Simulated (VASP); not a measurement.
# Si4Ni3Pt (P4mm) in VASP: further runs

Aim: see how the results for Si4Ni3Pt move with the level of theory and the settings. Levels: PBE, PBEsol, r2SCAN. Tasks: single point.

All numbers are computed with VASP 6.6.1; they aren't measurements. Logs are shortened: lines on timing, memory, paths and dates and some standing lists are left out, and cuts for length are marked.

## Step 1: The cell of the first run

The structure is tetragonal, space group P4mm (No. 99). The conventional cell has a = 4.576 Å, b = 4.576 Å, c = 4.819 Å, α = 90.00°, β = 90.00°, γ = 90.00°. Si (site symmetry 2mm) has 4 Ni at 2.33 to 2.49 Å and 2 Pt at 2.46 Å and 4 Si at 2.72 to 2.75 Å within 3.1 Å. Si (site symmetry 4mm) has 6 Ni at 2.38 to 2.44 Å and 4 Si at 2.72 Å within 3.1 Å. Si (site symmetry 4mm) has 2 Pt at 2.38 to 2.44 Å and 4 Ni at 2.42 Å and 4 Si at 2.75 Å within 3.1 Å. Within 3.1 Å of Ni (site symmetry 2mm) lie 6 Si at 2.33 to 2.49 Å and 2 Pt at 2.78 Å and 2 Ni at 2.78 Å. Within 3.1 Å of Ni (site symmetry 4mm) lie 6 Si at 2.38 to 2.46 Å and 4 Ni at 2.78 Å. Within 3.1 Å of Pt (site symmetry 4mm) lie 6 Si at 2.38 to 2.46 Å and 4 Ni at 2.78 Å.

## Step 2: Single point, PBE

The input, INCAR:

```
PREC = Accurate ; ENCUT = 520
EDIFF = 1E-6 ; ISMEAR = 0
SIGMA = 0.1 ; LREAL = F
LASPH = T ; NELM = 60
ALGO = Normal ; ISIF = 2
LWAVE = F ; LCHARG = T
GGA = PE ; LELF = T
LVHAR = T ; NBANDS = 38
```

The input, KPOINTS:

```
regular mesh
0
Gamma
  8 8 8
```

The input, POSCAR:

```
Si4Ni3Pt
1.0
    4.5758928846      0.0000000000      0.0000000000
    0.0000000000      4.5758928846      0.0000000000
    0.0000000000      0.0000000000      4.8188758894
Si Ni Pt
4 3 1
Direct
    0.0000000000      0.5000000000      0.8486540942
    0.5000000000      0.0000000000      0.8486540942
    0.0000000000      0.0000000000      0.1539340094
    0.5000000000      0.5000000000      0.1655734129
    0.0000000000      0.5000000000      0.3321329866
    0.5000000000      0.0000000000      0.3321329866
    0.0000000000      0.0000000000      0.6597553729
    0.5000000000      0.5000000000      0.6591630432
```

Potentials or basis: VASP PAW PBE potentials, release 64 (Si, Ni, Pt).

On the command line:

```console
$ cat potpaw_PBE.64/Si/POTCAR potpaw_PBE.64/Ni/POTCAR potpaw_PBE.64/Pt/POTCAR > POTCAR
$ mpirun -np 1 vasp_std > vasp.out
```

OUTCAR:

```text
PREC = Accurate
   ENCUT = 520
   EDIFF = 1E-6
   ISMEAR = 0
   LREAL = F
   LASPH = T
   NELM = 60
   ISIF = 2
   GGA = PE

 ion  position               nearest neighbor table
   1  0.000  0.500  0.849-   5 2.33   7 2.46   7 2.46   8 2.46   8 2.46   5 2.49   3 2.72   3 2.72
                             4 2.75   4 2.75
   2  0.500  0.000  0.849-   6 2.33   7 2.46   7 2.46   8 2.46   8 2.46   6 2.49   3 2.72   3 2.72
                             4 2.75   4 2.75
   3  0.000  0.000  0.154-   7 2.38   7 2.44   6 2.44   5 2.44   5 2.44   6 2.44   1 2.72   2 2.72
                             2 2.72   1 2.72
   4  0.500  0.500  0.166-   8 2.38   6 2.42   5 2.42   6 2.42   5 2.42   8 2.44   2 2.75   1 2.75
                             1 2.75   2 2.75
   5  0.000  0.500  0.332-   1 2.33   4 2.42   4 2.42   3 2.44   3 2.44   1 2.49   8 2.78   8 2.78
                             7 2.78   7 2.78
   6  0.500  0.000  0.332-   2 2.33   4 2.42   4 2.42   3 2.44   3 2.44   2 2.49   8 2.78   8 2.78
                             7 2.78   7 2.78
   7  0.000  0.000  0.660-   3 2.38   3 2.44   1 2.46   2 2.46   1 2.46   2 2.46   6 2.78   5 2.78
                             5 2.78   6 2.78   8 3.24   8 3.24   8 3.24   8 3.24
   8  0.500  0.500  0.659-   4 2.38   4 2.44   2 2.46   1 2.46   2 2.46   1 2.46   5 2.78   6 2.78
                             6 2.78   5 2.78   7 3.24   7 3.24   7 3.24   7 3.24

  LATTYP: Found a simple tetragonal cell.
 ALAT       =     4.5758928846
 C/A-ratio  =     1.0531006759

  Lattice vectors:

 A1 = (   4.5758928846,   0.0000000000,   0.0000000000)
 A2 = (   0.0000000000,   4.5758928846,   0.0000000000)
 A3 = (   0.0000000000,   0.0000000000,   4.8188758894)

Analysis of symmetry for initial positions (statically):
=====================================================================
 Subroutine PRICEL returns:
 Original cell was already a primitive cell.

 Routine SETGRP: Setting up the symmetry group for a
 simple tetragonal supercell.

 Subroutine GETGRP returns: Found  8 space group operations
 (whereof  8 operations were pure point group operations)
 out of a pool of 16 trial point group operations.

The static configuration has the point symmetry C_4v.

Analysis of symmetry for dynamics (positions and initial velocities):
=====================================================================
 Subroutine PRICEL returns:
 Original cell was already a primitive cell.

 Routine SETGRP: Setting up the symmetry group for a
 simple tetragonal supercell.

 Subroutine GETGRP returns: Found  8 space group operations
 (whereof  8 operations were pure point group operations)
 out of a pool of 16 trial point group operations.

[... 116 lines left out ...]
   IBRION =     -1    ionic relax: 0-MD 1-quasi-New 2-CG
   NFREE  =      0    steps in history (QN), initial steepest desc. (CG)
   ISIF   =      2    stress and relaxation
   ISYM   =      2    0-nonsym 1-usesym 2-fastsym
   POTIM  = 0.5000    time-step for ionic-motion
   TEBEG  =    0.0;   TEEND  =   0.0 temperature during run
   PSTRESS=    0.0 pullay stress
   NELECT =      56.0000    total number of electrons
   NUPDOWN=      -1.0000    fix difference up-down
   EMIN   =  10.00;   EMAX   =-10.00  energy-range for DOS
   EFERMI =   0.00;   METHOD = LEGACY
   ISMEAR =     0;   SIGMA  =   0.10  broadening in eV -4-tet -1-fermi 0-gaus
   EFERMI_NEDOS =   21; number of points for ismear=-14 and -15
   IALGO  =     38    algorithm
   IMIX   =      4    mixing-type and parameters
     AMIX     =   0.40;   BMIX     =  1.00
     AMIX_MAG =   1.60;   BMIX_MAG =  1.00
  volume/ion in A,a.u.               =      12.61        85.11
  Fermi-wavevector in a.u.,A,eV,Ry     =   1.345360  2.542361 24.626440  1.809992
  Thomas-Fermi vector in A             =   2.473279
   LORBIT       =      0    0 simple, 1 ext, 2 COOP (PROOUT), +10 PAW based schemes
   GGA     = PE    functional components
   LHFCALC =     F    Hartree Fock is set to
   AEXX    =    0.0000 exact exchange contribution
   IVDW    =     0    specifies the selected vdW correction
   LEPSILON=     F    determine dielectric tensor
   LRPA    =     F    only Hartree local field effects (RPA)
 non-spin polarized calculation
 Gauss-broadening in eV      SIGMA  =   0.10
  energy-cutoff  :      520.00
  volume of cell :      100.90
 maximum number of plane-waves:      2746
 NGX is ok and might be reduce to    36
   NGX = 17   NGY = 17   NGZ = 17

 number of electron      56.0000013 magnetization

 Free energy of the ion-electron system (eV)
  ---------------------------------------------------
  ext. energy  EPLUGINS =         0.00000000
  ---------------------------------------------------
  free energy    TOTEN  =       -47.85984560 eV

  energy without entropy =      -47.85073510  energy(sigma->0) =      -47.85529035

 E-fermi :  11.1218     XC(G=0): -12.3297

 val. band max:       11.1111848436   @ k =   0.3750   0.1250   0.0000
 cond. band min:      11.1403312883   @ k =   0.2500   0.1250   0.5000
 fundamental gap:      0.0291464447
 Fermi energy:        11.1217922088

 k-point     1 :       0.0000    0.0000    0.0000
  band No.  band energies     occupation
      1      -2.5468      2.00000
      2       2.0355      2.00000
      3       2.2081      2.00000
      4       3.0570      2.00000
      5       4.3848      2.00000
      6       4.3848      2.00000
[... 973 lines left out ...]
     37      16.1784      0.00000
     38      16.5704      0.00000

 [... further k-points ...]
[... 5 lines left out ...]
  --------------------------------------------------------------------------------------
  -------------------------------------------------------------------------------------
  Total       -0.0038945     -0.0038945      0.0969598      0.0000000      0.0000000      0.0000000
  in kB       -0.0618397     -0.0618397      1.5395899      0.0000000      0.0000000      0.0000000
  external PRESSURE =       0.4719702 kB  Pullay stress =       0.0000000 kB

 VOLUME and BASIS-vectors are now :
 -----------------------------------------------------------------------------
  energy-cutoff  :      520.00
  volume of cell :      100.90
      direct lattice vectors                 reciprocal lattice vectors
     4.575892885  0.000000000  0.000000000     0.218536584  0.000000000  0.000000000
     0.000000000  4.575892885  0.000000000     0.000000000  0.218536584  0.000000000
     0.000000000  0.000000000  4.818875889     0.000000000  0.000000000  0.207517276

 POSITION                                       TOTAL-FORCE (eV/Angst)
 -----------------------------------------------------------------------------------
      0.00000      2.28795      4.08956         0.000000      0.000000      0.000853
      2.28795      0.00000      4.08956         0.000000      0.000000      0.000853
      0.00000      0.00000      0.74179         0.000000      0.000000     -0.012638
      2.28795      2.28795      0.79788         0.000000      0.000000     -0.009275
      0.00000      2.28795      1.60051         0.000000      0.000000      0.010282
      2.28795      0.00000      1.60051         0.000000     -0.000000      0.010282
      0.00000      0.00000      3.17928        -0.000000      0.000000     -0.010526
      2.28795      2.28795      3.17642         0.000000     -0.000000      0.010168
 -----------------------------------------------------------------------------------
    total drift:                                0.000000     -0.000000      0.000329

  FREE ENERGIE OF THE ION-ELECTRON SYSTEM (eV)
  ---------------------------------------------------
  free  energy   TOTEN  =       -47.8598455994 eV

  energy  without entropy=      -47.8507351007  energy(sigma->0) =      -47.85529035
```

It took 3 min on 1 thread of Intel Xeon 6975P-C (Granite Rapids), shared host; peak memory 0.38 GiB.

Results:

| Property | Result |
| --- | --- |
| Free energy | -47.8598 eV |
| Pressure | 0.0 GPa |
| Largest force | 0.013 eV/Å |
| Band gap on the k mesh | zero (bands 28 and 29 overlap by 0.83 eV) |

Forces on the atoms (eV/Å):
```
Si   0.000  0.000  0.001
Si   0.000  0.000  0.001
Si   0.000  0.000 -0.013
Si   0.000  0.000 -0.009
Ni   0.000  0.000  0.010
Ni   0.000  0.000  0.010
Ni   0.000  0.000 -0.011
Pt   0.000  0.000  0.010
```

Stress tensor (GPa, compression positive):
```
-0.01  0.00  0.00
 0.00 -0.01  0.00
 0.00  0.00  0.15
```

Levels at points of the mesh, in eV from the Fermi level:
```csv
k point,band 25,band 26,band 27,band 28,band 29,band 30,band 31,band 32
"(0.00, 0.00, 0.00)",-1.81,-1.80,-1.79,-0.45,-0.45,1.20,1.93,1.93
"(0.50, 0.00, 0.00)",-1.55,-1.45,-1.38,-1.33,-0.46,-0.23,2.41,2.90
"(0.50, 0.50, 0.00)",-2.07,-1.85,-1.85,-1.77,0.95,1.43,1.74,1.74
"(0.00, 0.00, 0.50)",-1.78,-1.76,-0.23,-0.23,0.48,1.40,1.83,1.85
"(0.50, 0.00, 0.50)",-1.49,-1.41,-0.04,0.23,0.48,0.69,0.72,1.23
"(0.50, 0.50, 0.50)",-1.85,-1.73,-1.73,-1.67,3.79,3.89,4.10,4.10
```

Caveat: spin-orbit coupling is left out, which moves the levels of the heavy elements. Spin polarisation is off, so any magnetic state and its effect on volume and gap are missing.

## Step 3: Single point, PBEsol

The input, INCAR:

```
PREC = Accurate
ENCUT = 520
EDIFF = 1E-6
ISMEAR = 0
SIGMA = 0.1
LREAL = F
LASPH = T
NELM = 60
ALGO = Normal
ISIF = 2
LWAVE = F
LCHARG = F
GGA = PS
NBANDS = 38
```

KPOINTS is that of step 2.

POSCAR is that of step 2.

Potentials or basis: VASP PAW PBE potentials, release 64 (Si, Ni, Pt).

On the command line:

```console
$ cat potpaw_PBE.64/Si/POTCAR potpaw_PBE.64/Ni/POTCAR potpaw_PBE.64/Pt/POTCAR > POTCAR
$ mpirun -np 1 vasp_std > vasp.out
```

Wall time 2.6 min (1 thread of Intel Xeon 6975P-C (Granite Rapids), shared host); peak memory 0.38 GiB.

It converged, with:

```yaml
Free_energy: -52.6325 eV
Pressure: -5.8 GPa
Largest_force: 0.094 eV/Å
Band_gap_on_the_k_mesh: zero (bands 28 and 29 overlap by 0.84 eV)
```

Forces on the atoms (eV/Å):
```
Si   0.000  0.000 -0.094
Si   0.000  0.000 -0.094
Si   0.000  0.000  0.081
Si   0.000  0.000  0.092
Ni   0.000  0.000  0.016
Ni   0.000  0.000  0.016
Ni   0.000  0.000  0.004
Pt   0.000  0.000 -0.022
```

Stress tensor (GPa, compression positive):
```
-5.68  0.00  0.00
 0.00 -5.68  0.00
 0.00  0.00 -6.11
```

Levels at points of the mesh, in eV from the Fermi level:
```tsv
k point	band 26	band 27	band 28	band 29	band 30	band 31
(0.00, 0.00, 0.00)	-1.80	-1.80	-0.45	-0.45	1.20	1.93
(0.50, 0.00, 0.00)	-1.45	-1.37	-1.33	-0.46	-0.22	2.42
(0.50, 0.50, 0.00)	-1.84	-1.84	-1.76	0.94	1.42	1.74
(0.00, 0.00, 0.50)	-1.77	-0.23	-0.23	0.47	1.39	1.82
(0.50, 0.00, 0.50)	-1.41	-0.04	0.23	0.48	0.68	0.72
(0.50, 0.50, 0.50)	-1.72	-1.72	-1.66	3.80	3.89	4.11
```

Caveat: the cell stands under tension; the PAW data sets were made with another functional, which shifts forces and pressure a little; spin-orbit coupling is left out, which moves the levels of the heavy elements.

## Step 4: Single point, r2SCAN

POSCAR is that of step 3.

The input, INCAR.step1:

```
ALGO = Normal
EDIFF = 1E-4
ENCUT = 520
GGA = PE
ISMEAR = 0
LASPH = True
LCHARG = False
LREAL = False
LWAVE = True
NBANDS = 38
NELM = 80
PREC = Accurate
SIGMA = 0.1
```

The input, INCAR.step2:

```
ALGO = Normal
EDIFF = 1E-6
ENCUT = 520
ISIF = 2
ISMEAR = 0
ISTART = 1
LASPH = True
LCHARG = False
LMIXTAU = True
LREAL = False
LWAVE = False
METAGGA = R2SCAN
NBANDS = 38
NELM = 80
PREC = Accurate
SIGMA = 0.1
```

The input, KPOINTS:

```
k-points
0
Gamma
  8 8 8
```

Potentials or basis: VASP PAW PBE potentials, release 64 (Si, Ni, Pt).

On the command line:

```console
$ cat potpaw_PBE.64/Si/POTCAR potpaw_PBE.64/Ni/POTCAR potpaw_PBE.64/Pt/POTCAR > POTCAR
$ cp INCAR.step1 INCAR
$ mpirun -np 1 vasp_std > vasp.out
$ cp INCAR.step2 INCAR
$ mpirun -np 1 vasp_std > vasp.out
```

OUTCAR:

```text
EDIFF = 1E-6
   ENCUT = 520
   ISIF = 2
   ISMEAR = 0
   ISTART = 1
   LASPH = True
   LREAL = False
   METAGGA = R2SCAN
   NELM = 80
   PREC = Accurate

 ion  position               nearest neighbor table
   1  0.000  0.500  0.849-   5 2.33   7 2.46   7 2.46   8 2.46   8 2.46   5 2.49   3 2.72   3 2.72
                             4 2.75   4 2.75
   2  0.500  0.000  0.849-   6 2.33   7 2.46   7 2.46   8 2.46   8 2.46   6 2.49   3 2.72   3 2.72
                             4 2.75   4 2.75
   3  0.000  0.000  0.154-   7 2.38   7 2.44   6 2.44   5 2.44   5 2.44   6 2.44   1 2.72   2 2.72
                             2 2.72   1 2.72
   4  0.500  0.500  0.166-   8 2.38   6 2.42   5 2.42   6 2.42   5 2.42   8 2.44   2 2.75   1 2.75
                             1 2.75   2 2.75
   5  0.000  0.500  0.332-   1 2.33   4 2.42   4 2.42   3 2.44   3 2.44   1 2.49   8 2.78   8 2.78
                             7 2.78   7 2.78
   6  0.500  0.000  0.332-   2 2.33   4 2.42   4 2.42   3 2.44   3 2.44   2 2.49   8 2.78   8 2.78
                             7 2.78   7 2.78
   7  0.000  0.000  0.660-   3 2.38   3 2.44   1 2.46   2 2.46   1 2.46   2 2.46   6 2.78   5 2.78
                             5 2.78   6 2.78   8 3.24   8 3.24   8 3.24   8 3.24
   8  0.500  0.500  0.659-   4 2.38   4 2.44   2 2.46   1 2.46   2 2.46   1 2.46   5 2.78   6 2.78
                             6 2.78   5 2.78   7 3.24   7 3.24   7 3.24   7 3.24

  LATTYP: Found a simple tetragonal cell.
 ALAT       =     4.5758928846
 C/A-ratio  =     1.0531006759

  Lattice vectors:

 A1 = (   4.5758928846,   0.0000000000,   0.0000000000)
 A2 = (   0.0000000000,   4.5758928846,   0.0000000000)
 A3 = (   0.0000000000,   0.0000000000,   4.8188758894)

Analysis of symmetry for initial positions (statically):
=====================================================================
 Subroutine PRICEL returns:
 Original cell was already a primitive cell.

 Routine SETGRP: Setting up the symmetry group for a
 simple tetragonal supercell.

 Subroutine GETGRP returns: Found  8 space group operations
 (whereof  8 operations were pure point group operations)
[... 150 lines left out ...]
  Fermi-wavevector in a.u.,A,eV,Ry     =   1.345360  2.542361 24.626440  1.809992
  Thomas-Fermi vector in A             =   2.473279
   LORBIT       =      0    0 simple, 1 ext, 2 COOP (PROOUT), +10 PAW based schemes
   METAGGA = R2SCAN    functional components
   LHFCALC =     F    Hartree Fock is set to
   AEXX    =    0.0000 exact exchange contribution
   IVDW    =     0    specifies the selected vdW correction
   LEPSILON=     F    determine dielectric tensor
   LRPA    =     F    only Hartree local field effects (RPA)
 non-spin polarized calculation
 Gauss-broadening in eV      SIGMA  =   0.10
  energy-cutoff  :      520.00
  volume of cell :      100.90
 maximum number of plane-waves:      2746
 NGX is ok and might be reduce to    36
   NGX = 17   NGY = 17   NGZ = 17

 number of electron      56.0000013 magnetization

 Free energy of the ion-electron system (eV)
  ---------------------------------------------------
  ext. energy  EPLUGINS =         0.00000000
  ---------------------------------------------------
  free energy    TOTEN  =      -125.75124571 eV

  energy without entropy =     -125.74285040  energy(sigma->0) =     -125.74704805

 E-fermi :  11.0644     XC(G=0): -13.2479

 val. band max:       11.0257079411   @ k =   0.1250   0.0000   0.3750
 cond. band min:      11.0836214506   @ k =   0.2500   0.1250   0.5000
 fundamental gap:      0.0579135095
 Fermi energy:        11.0644419073

 k-point     1 :       0.0000    0.0000    0.0000
  band No.  band energies     occupation
      1      -3.3210      2.00000
      2       1.5299      2.00000
      3       1.7241      2.00000
      4       2.6041      2.00000
      5       3.9494      2.00000
      6       3.9494      2.00000
[... 973 lines left out ...]
     37      16.3980      0.00000
     38      16.8329      0.00000

 [... further k-points ...]
[... 5 lines left out ...]
  --------------------------------------------------------------------------------------
  -------------------------------------------------------------------------------------
  Total       -2.6217891     -2.6217891     -3.9235152      0.0000000      0.0000000      0.0000000
  in kB      -41.6304297    -41.6304297    -62.3000619      0.0000000      0.0000000      0.0000000
  external PRESSURE =     -48.5203071 kB  Pullay stress =       0.0000000 kB

 VOLUME and BASIS-vectors are now :
 -----------------------------------------------------------------------------
  energy-cutoff  :      520.00
  volume of cell :      100.90
      direct lattice vectors                 reciprocal lattice vectors
     4.575892885  0.000000000  0.000000000     0.218536584  0.000000000  0.000000000
     0.000000000  4.575892885  0.000000000     0.000000000  0.218536584  0.000000000
     0.000000000  0.000000000  4.818875889     0.000000000  0.000000000  0.207517276

 POSITION                                       TOTAL-FORCE (eV/Angst)
 -----------------------------------------------------------------------------------
      0.00000      2.28795      4.08956         0.000000     -0.000000     -0.018464
      2.28795      0.00000      4.08956         0.000000     -0.000000     -0.018464
      0.00000      0.00000      0.74179         0.000000     -0.000000     -0.008868
      2.28795      2.28795      0.79788         0.000000      0.000000      0.059254
      0.00000      2.28795      1.60051         0.000000     -0.000000     -0.072213
      2.28795      0.00000      1.60051         0.000000     -0.000000     -0.072213
      0.00000      0.00000      3.17928        -0.000000     -0.000000      0.052747
      2.28795      2.28795      3.17642         0.000000      0.000000      0.078222
 -----------------------------------------------------------------------------------
    total drift:                                0.000000     -0.000000     -0.003047

  FREE ENERGIE OF THE ION-ELECTRON SYSTEM (eV)
  ---------------------------------------------------
  free  energy   TOTEN  =      -125.7512457065 eV

  energy  without entropy=     -125.7428503964  energy(sigma->0) =     -125.74704805
```

It took 7.2 min on 1 thread of Intel Xeon 6975P-C (Granite Rapids), shared host; peak memory 0.39 GiB.

What came out:

| Item | Value |
| --- | --- |
| Free energy | -125.7512 eV |
| Pressure | -4.9 GPa |
| Largest force | 0.078 eV/Å |
| Band gap on the k mesh | zero (bands 28 and 29 overlap by 0.81 eV) |

Forces in eV/Å, atoms in the order of the input:
```
Si   0.000  0.000 -0.018
Si   0.000  0.000 -0.018
Si   0.000  0.000 -0.009
Si   0.000  0.000  0.059
Ni   0.000  0.000 -0.072
Ni   0.000  0.000 -0.072
Ni   0.000  0.000  0.053
Pt   0.000  0.000  0.078
```

Caveat: the cell stands under tension; the PAW data sets were made with another functional, which shifts forces and pressure a little; spin-orbit coupling is left out, which moves the levels of the heavy elements.

## Step 5: Overview

```csv
level,gap on the mesh (eV),pressure (GPa),largest force (eV/Å)
PBE,none,0.0,0.01
PBEsol,none,-5.8,0.09
r2SCAN,none,-4.9,0.08
```

Alike in all rows: task single point; potentials or basis VASP PAW PBE potentials, release 64 (Si, Ni, Pt); no spin polarisation; cell as given; k mesh 8 × 8 × 8; cutoff (eV) 520; smearing gaussian 0.1 eV.

The pressure there spans -5.8 GPa (PBEsol) to 0.0 GPa (PBE); a positive pressure means that this level wants a larger cell, a negative one a smaller.

Caveats: spin-orbit coupling is left out, which moves the levels of the heavy elements; the cell stands under tension (at least some runs); the PAW data sets were made with another functional, which shifts forces and pressure a little (at least some runs).

Absolute energies hang on the potentials; compare differences alone.

The gap in the log of VASP goes by the Fermi energy; the results here count the filled bands.